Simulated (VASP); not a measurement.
A run of VASP 6.6.1:

POSCAR

```
MgO2
1.0
   -1.9642248951      1.9642248951      2.2993897800
    1.9642248951     -1.9642248951      2.2993897800
    1.9642248951      1.9642248951     -2.2993897800
Mg O
2 4
Direct
    0.2500000000      0.2500000000      0.0000000000
    0.7500000000      0.7500000000      0.0000000000
    0.1240823359      0.6240823359      0.7481646719
    0.6240823359      0.8759176641      0.5000000000
    0.8759176641      0.3759176641      0.2518353282
    0.3759176641      0.1240823359      0.5000000000
```

Contents of INCAR.step1:

```
  PREC = Accurate
  ENCUT = 600
  ISMEAR = 0
  SIGMA = 0.01
  LREAL = False
  LASPH = True
  NELM = 100
  GGA = PE
  ALGO = Normal
  EDIFF = 1E-4
  LWAVE = True
  LCHARG = False
```

INCAR.step2

```
  PREC = Accurate
  ENCUT = 600
  EDIFF = 1E-6
  ISMEAR = 0
  SIGMA = 0.01
  LREAL = False
  LASPH = True
  NELM = 100
  ALGO = Normal
  ISIF = 3
  LWAVE = False
  LCHARG = False
  METAGGA = R2SCAN
  LMIXTAU = True
  IBRION = 2
  NSW = 80
  EDIFFG = -0.002
  PSTRESS = 1300.0
  ISTART = 1
```

Contents of KPOINTS:

```
regular mesh
0
Gamma
  8 8 8
```

Potentials or basis: VASP PAW PBE potentials, release 64 (Mg, O).

The run is started by

```bash
$ cat potpaw_PBE.64/Mg/POTCAR potpaw_PBE.64/O/POTCAR > POTCAR
$ cp INCAR.step1 INCAR
$ mpirun -np 1 vasp_std > vasp.out
$ cp INCAR.step2 INCAR
$ mpirun -np 1 vasp_std > vasp.out
```

Hardware: 1 thread of Intel(R) Xeon(R) Platinum 8259CL CPU @ 2.50GHz (Skylake/Cascade Lake) (shared host).

Task: How long does it take, and how much memory?

Result: It took 14 min on 1 thread of Intel(R) Xeon(R) Platinum 8259CL CPU @ 2.50GHz (Skylake/Cascade Lake), on a shared host, peak memory 0.21 GiB. Counts: k points 59, ion steps 7.
